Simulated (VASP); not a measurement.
# ZrB (Fm-3m) in VASP: settings compared

ZrB is run at these levels: r2SCAN+rVV10, r2SCAN; tasks: single point.

Everything below comes from runs of VASP 6.6.1. Logs are shortened: lines on timing, memory, paths and dates and some standing lists are left out, and cuts for length are marked.

### 1 The cell of the first run

It takes space group Fm-3m (No. 225, cubic). The conventional cell has a = 4.870 Å, b = 4.870 Å, c = 4.870 Å, α = 90.00°, β = 90.00°, γ = 90.00°. Within 3.2 Å of Zr (site symmetry m-3m) lie 6 B at 2.43 Å. Within 3.2 Å of B (site symmetry m-3m) lie 6 Zr at 2.43 Å.

### 2 Single point, r2SCAN+rVV10 (volume scaled by 0.98)

POSCAR

```
ZrB
1.0
    0.0000000000      2.4348303887      2.4348303887
    2.4348303887      0.0000000000      2.4348303887
    2.4348303887      2.4348303887      0.0000000000
Zr B
1 1
Direct
    0.5000000000      0.5000000000      0.5000000000
    0.0000000000      0.0000000000      0.0000000000
```

INCAR.step1

```
ALGO = Normal
EDIFF = 1E-5
ENCUT = 550
GGA = PE
GGA_COMPAT = False
ISMEAR = 0
LASPH = True
LCHARG = False
LREAL = False
LWAVE = True
NBANDS = 14
NELM = 120
PREC = Accurate
SIGMA = 0.05
```

INCAR.step2

```
ALGO = Normal
BPARAM = 11.95
CPARAM = 0.0093
EDIFF = 1E-6
ENCUT = 550
GGA_COMPAT = False
ISIF = 2
ISMEAR = 0
ISTART = 1
IVDW_NL = 2
LASPH = True
LCHARG = False
LMIXTAU = True
LREAL = False
LUSE_VDW = True
LWAVE = False
METAGGA = R2SCAN
NBANDS = 14
NELM = 120
PREC = Accurate
SIGMA = 0.05
```

KPOINTS

```
k-points
0
Gamma
  8 8 8
```

Potentials or basis: VASP PAW PBE potentials, release 64 (Zr_sv, B).

On the command line:

```
$ cat potpaw_PBE.64/Zr_sv/POTCAR potpaw_PBE.64/B/POTCAR > POTCAR
$ cp INCAR.step1 INCAR
$ mpirun -np 1 vasp_std > vasp.out
$ cp INCAR.step2 INCAR
$ mpirun -np 1 vasp_std > vasp.out
```

OUTCAR:

```text
BPARAM = 11.95
   EDIFF = 1E-6
   ENCUT = 550
   ISIF = 2
   ISMEAR = 0
   ISTART = 1
   IVDW_NL = 2
   LASPH = True
   LREAL = False
   METAGGA = R2SCAN
   NELM = 120
   PREC = Accurate

 ion  position               nearest neighbor table
   1  0.500  0.500  0.500-   2 2.43   2 2.43   2 2.43   2 2.43   2 2.43   2 2.43
   2  0.000  0.000  0.000-   1 2.43   1 2.43   1 2.43   1 2.43   1 2.43   1 2.43

  LATTYP: Found a face centered cubic cell.
 ALAT       =     4.8696607774

  Lattice vectors:

 A1 = (   0.0000000000,   2.4348303887,   2.4348303887)
 A2 = (   2.4348303887,   0.0000000000,   2.4348303887)
 A3 = (   2.4348303887,   2.4348303887,   0.0000000000)

Analysis of symmetry for initial positions (statically):
=====================================================================
 Subroutine PRICEL returns:
 Original cell was already a primitive cell.

 Routine SETGRP: Setting up the symmetry group for a
 face centered cubic supercell.

 Subroutine GETGRP returns: Found 48 space group operations
[... 9 lines left out ...]

 Routine SETGRP: Setting up the symmetry group for a
 face centered cubic supercell.

 Subroutine GETGRP returns: Found 48 space group operations
[... 11 lines left out ...]
                                     Primitive cell

  volume of cell :      28.8693

  direct lattice vectors                    reciprocal lattice vectors
     0.000000000  2.434830389  2.434830389    -0.205353113  0.205353113  0.205353113
     2.434830389  0.000000000  2.434830389     0.205353113 -0.205353113  0.205353113
     2.434830389  2.434830389  0.000000000     0.205353113  0.205353113 -0.205353113

  length of vectors
     3.443370158  3.443370158  3.443370158     0.355682025  0.355682025  0.355682025

  position of ions in fractional coordinates (direct lattice)
     0.500000000  0.500000000  0.500000000
     0.000000000  0.000000000  0.000000000

  ion indices of the primitive-cell ions
   primitive index   ion index
                 1           1
                 2           2

----------------------------------------------------------------------------------------

 KPOINTS: k-points

Automatic generation of k-mesh.
 Grid dimensions read from file:
 generate k-points for:    8    8    8

 Generating k-lattice:

  Cartesian coordinates                     Fractional coordinates (reciprocal lattice)
    -0.025669139  0.025669139  0.025669139     0.125000000  0.000000000  0.000000000
     0.025669139 -0.025669139  0.025669139     0.000000000  0.125000000  0.000000000
     0.025669139  0.025669139 -0.025669139     0.000000000  0.000000000  0.125000000

  Length of vectors
     0.044460253  0.044460253  0.044460253

  Shift w.r.t. Gamma in fractional coordinates (k-lattice)
     0.000000000  0.000000000  0.000000000

 Subroutine IBZKPT returns following result:
 ===========================================

 Found     29 irreducible k-points:

 Following reciprocal coordinates:
            Coordinates               Weight
  0.000000  0.000000  0.000000      1.000000
  0.125000  0.000000  0.000000      8.000000
  0.250000  0.000000  0.000000      8.000000
  0.375000  0.000000  0.000000      8.000000
  0.500000  0.000000  0.000000      4.000000
  0.125000  0.125000  0.000000      6.000000
[... 16 lines left out ...]
  0.500000  0.250000  0.125000     48.000000
 -0.375000  0.250000  0.125000     24.000000
 [... further k-points ...]
   k-points           NKPTS =     29   k-points in BZ     NKDIM =     29   number of bands    NBANDS=     14
   number of dos      NEDOS =    301   number of ions     NIONS =      2
   total plane-waves  NPLWV =  21952
   dimension x,y,z NGX =    28 NGY =   28 NGZ =   28
   dimension x,y,z NGXF=    56 NGYF=   56 NGZF=   56
   ions per type =               1   1
   NGX,Y,Z   is equivalent  to a cutoff of  13.52, 13.52, 13.52 a.u.
   NGXF,Y,Z  is equivalent  to a cutoff of  27.04, 27.04, 27.04 a.u.
 SYSTEM =  unknown system
   PREC   = accura    normal or accurate (medium, high low for compatibility)
   ISTART =      1    job   : 0-new  1-cont  2-samecut
   ICHARG =      0    charge: 1-file 2-atom 10-const
   ISPIN  =      1    spin polarized calculation?
   LNONCOLLINEAR =      F non collinear calculations
   LSORBIT =      F    spin-orbit coupling
   LASPH  =      T    aspherical Exc in radial PAW
   ENCUT  =  550.0 eV  40.42 Ry    6.36 a.u.   6.58  6.58  6.58*2*pi/ulx,y,z
   NELM   =    120;   NELMIN=  2; NELMDL=  0     # of ELM steps
   EDIFF  = 0.1E-05   stopping-criterion for ELM
   LREAL  =      F    real-space projection
   EDIFFG = 0.1E-04   stopping-criterion for IOM
   NSW    =      0    number of steps for IOM
   IBRION =     -1    ionic relax: 0-MD 1-quasi-New 2-CG
[... 8 lines left out ...]
   EMIN   =  10.00;   EMAX   =-10.00  energy-range for DOS
   EFERMI =   0.00;   METHOD = LEGACY
   ISMEAR =     0;   SIGMA  =   0.05  broadening in eV -4-tet -1-fermi 0-gaus
   EFERMI_NEDOS =   21; number of points for ismear=-14 and -15
   IALGO  =     38    algorithm
   IMIX   =      4    mixing-type and parameters
     AMIX     =   0.40;   BMIX     =  1.00
     AMIX_MAG =   1.60;   BMIX_MAG =  1.00
  volume/ion in A,a.u.               =      14.43        97.41
  Fermi-wavevector in a.u.,A,eV,Ry     =   1.316113  2.487093 23.567381  1.732154
  Thomas-Fermi vector in A             =   2.446248
   LORBIT       =      0    0 simple, 1 ext, 2 COOP (PROOUT), +10 PAW based schemes
   METAGGA = R2SCAN    functional components
   LHFCALC =     F    Hartree Fock is set to
   AEXX    =    0.0000 exact exchange contribution
   IVDW_NL    =     2    kernel type
   BPARAM     =11.9500
   IVDW    =     0    specifies the selected vdW correction
   LEPSILON=     F    determine dielectric tensor
   LRPA    =     F    only Hartree local field effects (RPA)
 non-spin polarized calculation
 Gauss-broadening in eV      SIGMA  =   0.05
  energy-cutoff  :      550.00
  volume of cell :       28.87
 maximum number of plane-waves:       877
 NGX is ok and might be reduce to    28
   NGX = 13   NGY = 13   NGZ = 13

 number of electron      15.0000000 magnetization

 Free energy of the ion-electron system (eV)
  ---------------------------------------------------
  ext. energy  EPLUGINS =         0.00000000
  ---------------------------------------------------
  free energy    TOTEN  =       -30.74790839 eV

  energy without entropy =      -30.74696114  energy(sigma->0) =      -30.74743477

 E-fermi :   7.6610     XC(G=0): -12.4288

 val. band max:        7.5934663297   @ k =   0.5000   0.2500   0.0000
 cond. band min:       7.7026918061   @ k =   0.3750   0.2500   0.1250
 fundamental gap:      0.1092254764
 Fermi energy:         7.6610289288

 k-point     1 :       0.0000    0.0000    0.0000
  band No.  band energies     occupation
      1     -41.3730      2.00000
      2     -18.4892      2.00000
      3     -18.4892      2.00000
      4     -18.4892      2.00000
      5      -1.0293      2.00000
      6       9.6656      0.00000
      7       9.6656      0.00000
      8       9.6656      0.00000
      9      11.0165      0.00000
     10      11.0165      0.00000
     11      11.2999      0.00000
     12      11.2999      0.00000
     13      11.2999      0.00000
     14      18.8623      0.00000

 k-point     2 :       0.1250    0.0000    0.0000
  band No.  band energies     occupation
      1     -41.3629      2.00000
      2     -18.5847      2.00000
      3     -18.4983      2.00000
      4     -18.4983      2.00000
      5      -0.6596      2.00000
      6       8.5513      0.00000
      7       8.9766      0.00000
      8       8.9766      0.00000
      9      10.2389      0.00000
     10      10.2389      0.00000
     11      11.7551      0.00000
     12      13.5095      0.00000
     13      13.5095      0.00000
     14      19.7082      0.00000

 k-point     3 :       0.2500    0.0000    0.0000
  band No.  band energies     occupation
      1     -41.3383      2.00000
      2     -18.8086      2.00000
      3     -18.5202      2.00000
      4     -18.5202      2.00000
      5       0.3467      2.00000
      6       6.7497      2.00000
      7       7.5763      1.98340
      8       7.5763      1.98340
      9      11.0969      0.00000
     10      11.0969      0.00000
     11      12.2823      0.00000
     12      16.1208      0.00000
     13      16.1208      0.00000
     14      19.7815      0.00000

 k-point     4 :       0.3750    0.0000    0.0000
  band No.  band energies     occupation
      1     -41.3136      2.00000
      2     -19.0238      2.00000
      3     -18.5420      2.00000
      4     -18.5420      2.00000
      5       1.7412      2.00000
      6       5.0015      2.00000
      7       6.6866      2.00000
      8       6.6866      2.00000
      9      12.2934      0.00000
     10      12.2934      0.00000
     11      13.1686      0.00000
     12      17.4770      0.00000
     13      18.5527      0.00000
     14      18.5527      0.00000

 k-point     5 :       0.5000    0.0000    0.0000
  band No.  band energies     occupation
      1     -41.3033      2.00000
      2     -19.1105      2.00000
      3     -18.5509      2.00000
      4     -18.5509      2.00000
      5       3.0631      2.00000
      6       3.6012      2.00000
      7       6.3856      2.00000
      8       6.3856      2.00000
      9      12.9568      0.00000
     10      12.9568      0.00000
     11      14.3543      0.00000
[... 276 lines left out ...]
 k-point    22 :       0.3750    0.2500    0.1250
  band No.  band energies     occupation
      1     -41.3199      2.00000
      2     -18.8530      2.00000
      3     -18.6384      2.00000
      4     -18.5548      2.00000
      5       0.9518      2.00000
      6       5.8108      2.00000
      7       7.2693      2.00000
      8       7.7027      0.23864
      9      10.3046      0.00000
     10      12.5405      0.00000
     11      13.7946      0.00000
     12      14.5157      0.00000
     13      17.8373      0.00000
     14      20.6522      0.00000

 k-point    23 :       0.5000    0.2500    0.1250
  band No.  band energies     occupation
      1     -41.3000      2.00000
      2     -18.9687      2.00000
      3     -18.6994      2.00000
      4     -18.5864      2.00000
      5       1.8631      2.00000
      6       5.0610      2.00000
      7       6.6821      2.00000
      8       7.1215      2.00000
      9      11.2584      0.00000
     10      13.2017      0.00000
     11      13.9915      0.00000
     12      15.7143      0.00000
     13      18.0364      0.00000
     14      20.0827      0.00000

 k-point    24 :      -0.3750    0.2500    0.1250
  band No.  band energies     occupation
      1     -41.2917      2.00000
      2     -19.0189      2.00000
      3     -18.7156      2.00000
      4     -18.6053      2.00000
      5       2.3483      2.00000
      6       4.6400      2.00000
      7       6.5496      2.00000
      8       6.9124      2.00000
      9      12.3602      0.00000
     10      12.4968      0.00000
     11      13.9446      0.00000
     12      17.3542      0.00000
     13      17.5139      0.00000
     14      18.9740      0.00000

 [... further k-points ...]
[... 5 lines left out ...]
  --------------------------------------------------------------------------------------
  -------------------------------------------------------------------------------------
  Total        0.6653742      0.6653742      0.6653742      0.0000000      0.0000000      0.0000000
  in kB       36.9266921     36.9266921     36.9266921      0.0000000      0.0000000      0.0000000
  external PRESSURE =      36.9266921 kB  Pullay stress =       0.0000000 kB

 VOLUME and BASIS-vectors are now :
 -----------------------------------------------------------------------------
  energy-cutoff  :      550.00
  volume of cell :       28.87
      direct lattice vectors                 reciprocal lattice vectors
     0.000000000  2.434830389  2.434830389    -0.205353113  0.205353113  0.205353113
     2.434830389  0.000000000  2.434830389     0.205353113 -0.205353113  0.205353113
     2.434830389  2.434830389  0.000000000     0.205353113  0.205353113 -0.205353113

 POSITION                                       TOTAL-FORCE (eV/Angst)
 -----------------------------------------------------------------------------------
      2.43483      2.43483      2.43483        -0.000000      0.000000     -0.000000
      0.00000      0.00000      0.00000         0.000000     -0.000000      0.000000
 -----------------------------------------------------------------------------------
    total drift:                                0.000000      0.000000      0.000000

  FREE ENERGIE OF THE ION-ELECTRON SYSTEM (eV)
  ---------------------------------------------------
  free  energy   TOTEN  =       -30.7479083926 eV

  energy  without entropy=      -30.7469611422  energy(sigma->0) =      -30.74743477
```

Wall time 80 s (1 thread of Intel Xeon Platinum 8488C (Sapphire Rapids), shared host); peak memory 0.26 GiB.

Results:

```
Free energy : -30.7479 eV
Pressure    : 3.7 GPa
```

Levels at points of the mesh, in eV from the Fermi level:
```csv
k point,band 5,band 6,band 7,band 8,band 9,band 10,band 11,band 12
"(0.00, 0.00, 0.00)",-8.69,2.00,2.00,2.00,3.36,3.36,3.64,3.64
"(0.50, 0.00, 0.00)",-4.60,-4.06,-1.28,-1.28,5.30,5.30,6.69,7.89
"(0.50, 0.50, 0.00)",-6.68,-0.91,-0.77,2.17,2.17,4.85,6.28,6.28
```

Caveat: the PAW data sets were made with another functional, which shifts forces and pressure a little.

### 3 Single point, r2SCAN+rVV10 (volume scaled by 0.96)

POSCAR

```
ZrB
1.0
    0.0000000000      2.4181529448      2.4181529448
    2.4181529448      0.0000000000      2.4181529448
    2.4181529448      2.4181529448      0.0000000000
Zr B
1 1
Direct
    0.5000000000      0.5000000000      0.5000000000
    0.0000000000      0.0000000000      0.0000000000
```

INCAR.step1

```
PREC = Accurate
ENCUT = 550
ISMEAR = 0
SIGMA = 0.05
LREAL = F
LASPH = T
NELM = 120
NBANDS = 14
GGA = PE
ALGO = Normal
EDIFF = 1E-5
LWAVE = T
LCHARG = F
GGA_COMPAT = F
```

INCAR.step2

```
PREC = Accurate
ENCUT = 550
EDIFF = 1E-6
ISMEAR = 0
SIGMA = 0.05
LREAL = F
LASPH = T
NELM = 120
ALGO = Normal
ISIF = 2
LWAVE = F
LCHARG = F
METAGGA = R2SCAN
LMIXTAU = T
LUSE_VDW = T
IVDW_NL = 2
BPARAM = 11.95
CPARAM = 0.0093
NBANDS = 14
ISTART = 1
GGA_COMPAT = F
```

KPOINTS

```
regular mesh
0
Gamma
  8 8 8
```

Potentials or basis: VASP PAW PBE potentials, release 64 (Zr_sv, B).

On the command line:

```
$ cat potpaw_PBE.64/Zr_sv/POTCAR potpaw_PBE.64/B/POTCAR > POTCAR
$ cp INCAR.step1 INCAR
$ mpirun -np 1 vasp_std > vasp.out
$ cp INCAR.step2 INCAR
$ mpirun -np 1 vasp_std > vasp.out
```

Run time: 78 s. Hardware: 1 thread of Intel Xeon Platinum 8488C (Sapphire Rapids), shared host; peak memory 0.26 GiB.

It converged, with:

```yaml
Free_energy: -30.7271 eV
Pressure: 7.6 GPa
```

Levels at points of the mesh, in eV from the Fermi level:
| k point | band 5 | band 6 | band 7 | band 8 | band 9 | band 10 | band 11 | band 12 |
| --- | --- | --- | --- | --- | --- | --- | --- | --- |
| (0.00, 0.00, 0.00) | -8.74 | 2.03 | 2.03 | 2.03 | 3.43 | 3.43 | 3.69 | 3.69 |
| (0.50, 0.00, 0.00) | -4.54 | -4.11 | -1.31 | -1.31 | 5.42 | 5.42 | 6.86 | 7.99 |
| (0.50, 0.50, 0.00) | -6.74 | -0.86 | -0.82 | 2.23 | 2.23 | 4.97 | 6.43 | 6.43 |

Caveat: the PAW data sets were made with another functional, which shifts forces and pressure a little.

[end of part 1 of 2]
